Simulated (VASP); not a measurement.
# Si7O16 (a cell with a defect) in VASP: single point with PBE

Aim: the single point of Si7O16 (a cell with a defect) with PBE.

All numbers are computed with VASP 6.6.1; they aren't measurements. Logs are shortened: lines on timing, memory, paths and dates and some standing lists are left out, and cuts for length are marked.

### Step 1. The cell of the first run

The cell holds a defect, 23 atoms: a = 7.108 Å, b = 7.108 Å, c = 7.372 Å, α = 90.00°, β = 90.00°, γ = 90.00°.

### Step 2. Single point, PBE, collinear spin

File INCAR:

```
ALGO = Normal
EDIFF = 1E-6
ENCUT = 520
GGA = PE
ISIF = 2
ISMEAR = 0
ISPIN = 2
LASPH = T
LCHARG = F
LORBIT = 11
LREAL = Auto
LWAVE = F
MAGMOM = 0 0 0 0 0 0 0 0.25 0 0 0 0 0 0 0.25 0 0.25 0 0 0 0 0.25 0
NBANDS = 83
NELECT = 125.0
NELM = 150
PREC = Accurate
SIGMA = 0.02
```

File KPOINTS:

```
Automatic mesh
0
Gamma
  2 2 2
  0.5 0.5 0.5
```

File POSCAR:

```
Si7O16
1.0
   -5.0262973975      5.0262973975      0.0000000000
    5.0262973975      5.0262973975      0.0000000000
    0.0000000000      0.0000000000     -7.3717410235
Si O
7 16
Direct
    0.9999715193     -0.0003978232      0.0166754063
    0.9990659947      0.4994608254      0.4993528641
    0.4992632659      0.4996042421     -0.0174913335
    0.7313749933      0.2525049484      0.2500076728
    0.2458953152      0.2321799871      0.7489535654
    0.2667796413      0.7458605804      0.2495241676
    0.7537701724      0.7673338374      0.7500013833
    0.5332783760      0.1978604138      0.3473614990
    0.0772831422      0.1728302879      0.8920344074
    0.0982162797      0.6592338942      0.3747188048
    0.5785016295      0.6717850470      0.8597691306
    0.6718960075      0.4215899127      0.1075268376
    0.1595401906      0.4001119915      0.6229439407
    0.1724126909      0.9221535942      0.1402697641
    0.7006471874      0.9660964149      0.6531893021
    0.8273882137      0.0780282129      0.1394067864
    0.2998032964      0.0343646591      0.6507531410
    0.3254719745      0.5773632318      0.1061567893
    0.8394585134      0.5998880063      0.6229774039
    0.8987156320      0.3387893321      0.3767311583
    0.4210993400      0.3275006759      0.8589928533
    0.4647573900      0.7988473288      0.3479973674
    0.9228865448      0.8253824638      0.8931389201
```

Potentials or basis: VASP PAW PBE potentials, release 64 (Si, O).

On the command line:

```bash
$ cat potpaw_PBE.64/Si/POTCAR potpaw_PBE.64/O/POTCAR > POTCAR
$ mpirun -np 1 vasp_std > vasp.out
```

OUTCAR:

```text
EDIFF = 1E-6
   ENCUT = 520
   GGA = PE
   ISIF = 2
   ISMEAR = 0
   ISPIN = 2
   LASPH = T
   LORBIT = 11
   LREAL = Auto
   NELECT = 125.0
   NELM = 150
   PREC = Accurate

 ion  position               nearest neighbor table
   1  1.000  1.000  0.017-  16 1.62  14 1.62   9 1.63  23 1.63   7 3.11   5 3.11   6 3.13   4 3.14

   2  0.999  0.499  0.499-  19 1.62  13 1.62  20 1.62  10 1.62
   3  0.499  0.500  0.983-  11 1.62  21 1.62  18 1.63  12 1.63   6 3.11   4 3.11   5 3.13   7 3.14

   4  0.731  0.253  0.250-   8 1.63  20 1.63  16 1.63  12 1.65   3 3.11   1 3.14
   5  0.246  0.232  0.749-  17 1.63  13 1.63  21 1.63   9 1.65   1 3.11   3 3.13
   6  0.267  0.746  0.250-  22 1.63  10 1.63  14 1.63  18 1.65   3 3.11   1 3.13
   7  0.754  0.767  0.750-  15 1.63  19 1.63  11 1.63  23 1.65   1 3.11   3 3.14
   8  0.533  0.198  0.347-   4 1.63
   9  0.077  0.173  0.892-   1 1.63   5 1.65
  10  0.098  0.659  0.375-   2 1.62   6 1.63
  11  0.579  0.672  0.860-   3 1.62   7 1.63
  12  0.672  0.422  0.108-   3 1.63   4 1.65
  13  0.160  0.400  0.623-   2 1.62   5 1.63
  14  0.172  0.922  0.140-   1 1.62   6 1.63
  15  0.701  0.966  0.653-   7 1.63
  16  0.827  0.078  0.139-   1 1.62   4 1.63
  17  0.300  0.034  0.651-   5 1.63
  18  0.325  0.577  0.106-   3 1.63   6 1.65
  19  0.839  0.600  0.623-   2 1.62   7 1.63
  20  0.899  0.339  0.377-   2 1.62   4 1.63
  21  0.421  0.328  0.859-   3 1.62   5 1.63
  22  0.465  0.799  0.348-   6 1.63
  23  0.923  0.825  0.893-   1 1.63   7 1.65

  LATTYP: Found a simple tetragonal cell.
 ALAT       =     7.1082579481
 C/A-ratio  =     1.0370671798

  Lattice vectors:

 A1 = (  -5.0262973975,   5.0262973975,   0.0000000000)
 A2 = (   5.0262973975,   5.0262973975,   0.0000000000)
 A3 = (   0.0000000000,   0.0000000000,  -7.3717410235)

Analysis of symmetry for initial positions (statically):
=====================================================================
 Subroutine PRICEL returns:
 Original cell was already a primitive cell.

 Routine SETGRP: Setting up the symmetry group for a
 simple tetragonal supercell.

 Subroutine GETGRP returns: Found  1 space group operations
 (whereof  1 operations were pure point group operations)
 out of a pool of 16 trial point group operations.

The static configuration has the point symmetry C_1 .

Analysis of symmetry for dynamics (positions and initial velocities):
=====================================================================
 Subroutine PRICEL returns:
 Original cell was already a primitive cell.

 Routine SETGRP: Setting up the symmetry group for a
 simple tetragonal supercell.

 Subroutine GETGRP returns: Found  1 space group operations
 (whereof  1 operations were pure point group operations)
 out of a pool of 16 trial point group operations.

The dynamic configuration has the point symmetry C_1 .

Analysis of structural, dynamic, and magnetic symmetry:
=====================================================================
 Subroutine PRICEL returns:
 Original cell was already a primitive cell.

 Routine SETGRP: Setting up the symmetry group for a
 simple tetragonal supercell.

 Subroutine GETGRP returns: Found  1 space group operations
 (whereof  1 operations were pure point group operations)
 out of a pool of 16 trial point group operations.

The overall configuration has the point symmetry C_1 .

 Subroutine INISYM returns: Found  1 space group operations
 (whereof  1 operations are pure point group operations),
 and found     1 'primitive' translations

----------------------------------------------------------------------------------------

                                     Primitive cell

  volume of cell :     372.4744

  direct lattice vectors                    reciprocal lattice vectors
    -5.026297397  5.026297397  0.000000000    -0.099476804  0.099476804  0.000000000
     5.026297397  5.026297397  0.000000000     0.099476804  0.099476804  0.000000000
     0.000000000  0.000000000 -7.371741024     0.000000000  0.000000000 -0.135653165

  length of vectors
     7.108257948  7.108257948  7.371741024     0.140681445  0.140681445  0.135653165
[... 86 lines left out ...]
   total plane-waves  NPLWV = 163296
   dimension x,y,z NGX =    54 NGY =   54 NGZ =   56
   dimension x,y,z NGXF=   108 NGYF=  108 NGZF=  112
   ions per type =               7  16
   NGX,Y,Z   is equivalent  to a cutoff of  12.63, 12.63, 12.63 a.u.
   NGXF,Y,Z  is equivalent  to a cutoff of  25.26, 25.26, 25.26 a.u.
 SYSTEM =  unknown system
   PREC   = accura    normal or accurate (medium, high low for compatibility)
   ISTART =      0    job   : 0-new  1-cont  2-samecut
   ICHARG =      2    charge: 1-file 2-atom 10-const
   ISPIN  =      2    spin polarized calculation?
   LNONCOLLINEAR =      F non collinear calculations
   LSORBIT =      F    spin-orbit coupling
   LASPH  =      T    aspherical Exc in radial PAW
   ENCUT  =  520.0 eV  38.22 Ry    6.18 a.u.  13.22 13.22 13.71*2*pi/ulx,y,z
   NELM   =    150;   NELMIN=  2; NELMDL= -5     # of ELM steps
   EDIFF  = 0.1E-05   stopping-criterion for ELM
   LREAL  =      T    real-space projection
   EDIFFG = 0.1E-04   stopping-criterion for IOM
   NSW    =      0    number of steps for IOM
   IBRION =     -1    ionic relax: 0-MD 1-quasi-New 2-CG
   NFREE  =      0    steps in history (QN), initial steepest desc. (CG)
   ISIF   =      2    stress and relaxation
   ISYM   =      2    0-nonsym 1-usesym 2-fastsym
   POTIM  = 0.5000    time-step for ionic-motion
   TEBEG  =    0.0;   TEEND  =   0.0 temperature during run
   PSTRESS=    0.0 pullay stress
   NELECT =     125.0000    total number of electrons
   NUPDOWN=      -1.0000    fix difference up-down
   EMIN   =  10.00;   EMAX   =-10.00  energy-range for DOS
   EFERMI =   0.00;   METHOD = LEGACY
   ISMEAR =     0;   SIGMA  =   0.02  broadening in eV -4-tet -1-fermi 0-gaus
   EFERMI_NEDOS =   21; number of points for ismear=-14 and -15
   IALGO  =     38    algorithm
   IMIX   =      4    mixing-type and parameters
     AMIX     =   0.40;   BMIX     =  1.00
     AMIX_MAG =   1.60;   BMIX_MAG =  1.00
  volume/ion in A,a.u.               =      16.19       109.29
  Fermi-wavevector in a.u.,A,eV,Ry     =   1.137661  2.149867 17.609633  1.294271
  Thomas-Fermi vector in A             =   2.274365
   LORBIT       =     11    0 simple, 1 ext, 2 COOP (PROOUT), +10 PAW based schemes
   GGA     = PE    functional components
   LHFCALC =     F    Hartree Fock is set to
   AEXX    =    0.0000 exact exchange contribution
   IVDW    =     0    specifies the selected vdW correction
   LEPSILON=     F    determine dielectric tensor
   LRPA    =     F    only Hartree local field effects (RPA)
 spin polarized calculation
 Gauss-broadening in eV      SIGMA  =   0.02
  energy-cutoff  :      520.00
  volume of cell :      372.47
 maximum number of plane-waves:     10023
 NGX is ok and might be reduce to    54
   NGX = 27   NGY = 27   NGZ = 27

 number of electron     125.0000004 magnetization       2.9999999

 Free energy of the ion-electron system (eV)
  ---------------------------------------------------
  ext. energy  EPLUGINS =         0.00000000
  ---------------------------------------------------
  free energy    TOTEN  =      -169.01350281 eV

  energy without entropy =     -169.01350281  energy(sigma->0) =     -169.01350281

 E-fermi :  -0.3626     XC(G=0):  -7.9279

 val. band max:       -0.4972291826   @ k =   0.2500  -0.2500   0.2500
 cond. band min:       0.0411390901   @ k =  -0.2500   0.2500   0.2500
 fundamental gap:      0.5383682727
 Fermi energy:        -0.3626011773

 spin component 1

 k-point     1 :       0.2500    0.2500    0.2500
  band No.  band energies     occupation
      1     -20.2624      1.00000
      2     -19.9732      1.00000
      3     -19.9057      1.00000
      4     -19.5127      1.00000
      5     -19.2183      1.00000
      6     -19.1695      1.00000
[... 297 lines left out ...]
     73       8.2620      0.00000
     74       8.3583      0.00000
 Fermi energy:        -0.3626011773

 spin component 2

 k-point     1 :       0.2500    0.2500    0.2500
  band No.  band energies     occupation
      1     -20.2076      1.00000
      2     -19.9094      1.00000
      3     -19.8710      1.00000
      4     -19.4344      1.00000
      5     -19.1476      1.00000
      6     -19.1190      1.00000
[... 297 lines left out ...]
     73       8.3303      0.00000
     74       8.4248      0.00000
 [bands above 74 left out]

------------------------ aborting loop because EDIFF is reached ----------------------------------------

  FORCE on cell =-STRESS in cart. coord.  units (eV):
  Direction    XX          YY          ZZ          XY          YZ          ZX
  --------------------------------------------------------------------------------------
  -------------------------------------------------------------------------------------
  Total        4.1707219      4.0613292      6.2998303     -0.0319330     -0.0290721     -0.0457832
  in kB       17.9401219     17.4695755     27.0983597     -0.1373578     -0.1250518     -0.1969339
  external PRESSURE =      20.8360190 kB  Pullay stress =       0.0000000 kB

 VOLUME and BASIS-vectors are now :
 -----------------------------------------------------------------------------
  energy-cutoff  :      520.00
  volume of cell :      372.47
      direct lattice vectors                 reciprocal lattice vectors
    -5.026297397  5.026297397  0.000000000    -0.099476804  0.099476804  0.000000000
     5.026297397  5.026297397  0.000000000     0.099476804  0.099476804  0.000000000
     0.000000000  0.000000000 -7.371741024     0.000000000  0.000000000 -0.135653165

 POSITION                                       TOTAL-FORCE (eV/Angst)
 -----------------------------------------------------------------------------------
     -0.00186     10.05045     -0.12293         0.006270      0.004261     -0.026268
     -2.51116      7.53204     -3.68110        -0.003416      0.001631      0.016722
      0.00171      5.02061     -7.24280        -0.010191     -0.004974      0.008693
     -2.40694      4.94527     -1.84299        -0.052122      0.040933      0.016318
     -0.06894      2.40295     -5.52109         0.042547      0.056077     -0.015792
      2.40800      5.08983     -1.83943         0.062743     -0.041761     -0.000308
[... 15 lines left out ...]
      1.67924      6.35125     -2.56535        -0.047432      0.062723     -0.038672
     -0.49008      8.78732     -6.58399         0.010914     -0.009090      0.010842
 -----------------------------------------------------------------------------------
    total drift:                                0.001434      0.013760      0.000224

  FREE ENERGIE OF THE ION-ELECTRON SYSTEM (eV)
  ---------------------------------------------------
  free  energy   TOTEN  =      -169.0135028050 eV

  energy  without entropy=     -169.0135028050  energy(sigma->0) =     -169.01350281

 total charge

# of ion       s       p       d       tot
------------------------------------------
    1        0.642   0.984   0.000   1.626
    2        0.637   0.987   0.000   1.624
    3        0.642   0.984   0.000   1.626
    4        0.651   0.982   0.000   1.634
    5        0.652   0.982   0.000   1.634
    6        0.652   0.982   0.000   1.634
[... 15 lines left out ...]
   22        1.593   3.334   0.000   4.926
   23        1.552   3.662   0.000   5.214
--------------------------------------------------
tot         29.480  64.413   0.000  93.894

 magnetization (x)

# of ion       s       p       d       tot
------------------------------------------
    1       -0.000  -0.001   0.000  -0.001
    2       -0.000  -0.000   0.000  -0.000
    3       -0.000  -0.001   0.000  -0.001
    4       -0.004  -0.004   0.000  -0.008
    5       -0.004  -0.004   0.000  -0.008
    6       -0.004  -0.004   0.000  -0.008
[... 15 lines left out ...]
   22        0.009   0.526   0.000   0.535
   23        0.001   0.059   0.000   0.059
--------------------------------------------------
tot          0.022   2.368   0.000   2.390
```

Wall time 12 min (1 thread of Oxide Virtual Turin-like, shared host); peak memory 0.54 GiB.

Results:

```yaml
Free_energy: -169.0135 eV
Largest_force: 0.098 eV/Å
Net_moment: 3.00 μB per cell
Site_moments: Si -0.00, -0.01 (each value once); O +0.54, +0.06, +0.00, +0.01, +0.53 (each value once) μB
Valence_electrons_inside_the_program's_atomic_spheres: Si 1.63, 1.62 (each value once); O 4.93, 5.21, 5.24 (each value once)
```

Forces on the atoms (eV/Å):
```
Si   0.006  0.004 -0.026
Si  -0.003  0.002  0.017
Si  -0.010 -0.005  0.009
Si  -0.052  0.041  0.016
Si   0.043  0.056 -0.016
Si   0.063 -0.042  0.000
Si  -0.054 -0.054 -0.009
O    0.046 -0.068 -0.041
O   -0.011  0.009  0.005
O   -0.021  0.011 -0.005
O   -0.003  0.004 -0.003
O   -0.009 -0.004  0.008
O    0.004 -0.011  0.004
O   -0.003 -0.020  0.010
O    0.070  0.040  0.039
O    0.002  0.004 -0.001
O   -0.075 -0.050  0.038
O    0.002  0.008  0.008
O    0.022  0.007 -0.023
O    0.011  0.011 -0.003
O    0.009  0.002 -0.001
O   -0.047  0.063 -0.039
O    0.011 -0.009  0.011
```

Levels at points of the mesh, in eV from the Fermi level:
Spin up:
```
           k point  band 62  band 63  band 64  band 65  band 66  band 67
(0.25, 0.25, 0.25)    -0.72    -0.59    -0.57     5.74     7.20     7.28
```
Spin down:
| k point | band 57 | band 58 | band 59 | band 60 | band 61 | band 62 | band 63 | band 64 | band 65 | band 66 |
| --- | --- | --- | --- | --- | --- | --- | --- | --- | --- | --- |
| (0.25, 0.25, 0.25) | -0.53 | -0.46 | -0.18 | -0.16 | -0.14 | 0.40 | 0.52 | 0.54 | 5.82 | 7.26 |

Caveat: the cell carries a net charge on a neutralising background, which shifts energy and pressure; the cell is charged against a uniform background, so pressure and absolute levels hang on convention.
